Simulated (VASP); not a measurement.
## TiSi16 (a cell with a defect): single point with PBE+D3(BJ)

Crystal: TiSi16 (a cell with a defect).

```
Si Ti
1.0
     0.00000    5.43000    5.43000
     5.43000    0.00000    5.43000
     5.43000    5.43000    0.00000
Si Ti
16 1
Direct
  0.97184 0.95923 0.98580
  0.08805 0.13576 0.11107
  0.98201 0.01074 0.49256
  0.10199 0.14164 0.63287
  0.01451 0.51184 0.97238
  0.14047 0.57104 0.15955
  0.00262 0.49591 0.52193
  0.14597 0.63971 0.60707
  0.47659 0.02718 0.02947
  0.62186 0.14013 0.13503
  0.50412 0.99903 0.49272
  0.62914 0.14106 0.60587
  0.52868 0.49233 0.00340
  0.65635 0.63630 0.12429
  0.52199 0.51031 0.48466
  0.63483 0.61224 0.62016
  0.37009 0.86692 0.88374
```

```json
{
  "Program": "VASP 6.6.1",
  "Task": "single point",
  "Functional": "PBE",
  "Dispersion": "D3(BJ)",
  "Potentials or basis": "VASP PAW PBE potentials, release 64 (Si, Ti_sv)",
  "Cutoff": "520 eV",
  "k mesh": "2 × 2 × 2",
  "Occupations": "fermi-dirac, width 0.05 eV",
  "Spin": "no spin polarisation",
  "Dipole correction": "no",
  "Further INCAR settings": "LREAL = Auto; ALGO = Normal; EDIFF = 1e-06; NBANDS = 52"
}
```

| Item | Value |
| --- | --- |
| Pressure | 0.7 GPa |
| Largest force | 2.110 eV/Å |
| Band gap on the k mesh | zero (band 38 reaches 6.98 eV, above the bottom of band 39 at 6.59 eV) |
| Dispersion energy per atom | -0.343 eV |

Forces in eV/Å, atoms in the order of the input:
```
Si   0.315  1.228 -0.018
Si  -0.333  0.447  0.057
Si  -0.583  0.893  1.508
Si  -1.889  0.251 -0.379
Si  -0.027  1.173 -0.331
Si  -0.445 -0.891  0.983
Si   0.620 -0.359  0.603
Si  -0.108 -0.362  0.095
Si  -1.496 -0.922 -0.506
Si  -0.567  0.243 -0.279
Si   0.484 -0.098 -0.560
Si   1.256  0.215 -1.682
Si   0.355 -0.008 -0.021
Si   0.368 -1.642  0.244
Si  -0.399 -0.749 -1.336
Si   1.374  0.898  1.021
Ti   1.075 -0.316  0.601
```

Stress tensor (GPa, compression positive):
```
 1.10 -0.70 -0.72
-0.70  0.38 -1.19
-0.72 -1.19  0.71
```

Levels at points of the mesh, in eV from the Fermi level:
```tsv
k point	band 34	band 35	band 36	band 37	band 38	band 39	band 40	band 41	band 42	band 43
(0.00, 0.00, 0.00)	-1.10	-1.04	-0.99	-0.61	-0.42	-0.31	-0.11	0.04	0.26	0.79
(0.50, 0.00, 0.00)	-1.66	-1.41	-1.05	-0.14	-0.02	0.10	0.42	0.42	0.69	1.12
(0.00, 0.50, 0.00)	-1.57	-1.47	-1.25	-0.40	-0.04	0.20	0.41	0.49	0.87	0.98
(0.00, 0.00, 0.50)	-1.62	-1.44	-1.30	-0.28	-0.24	0.14	0.38	0.66	0.86	1.02
(0.50, 0.50, 0.50)	-1.80	-1.34	-1.10	-0.11	-0.06	-0.01	0.32	0.64	0.78	0.97
(0.50, 0.50, 0.00)	-1.96	-1.86	-1.62	-0.62	0.08	0.65	0.73	0.92	1.17	1.53
(0.00, 0.50, 0.50)	-1.88	-1.82	-1.71	-0.60	0.00	0.57	0.81	1.01	1.14	1.56
(0.50, 0.00, 0.50)	-1.95	-1.88	-1.57	-0.59	0.00	0.62	0.64	1.02	1.26	1.56
```

It took 3 min on 1 thread of Intel(R) Xeon(R) Platinum 8488C (Sapphire Rapids) (shared host), peak memory 0.49 GiB.

Caveat: the k points lie up to 0.50 Å⁻¹ apart.
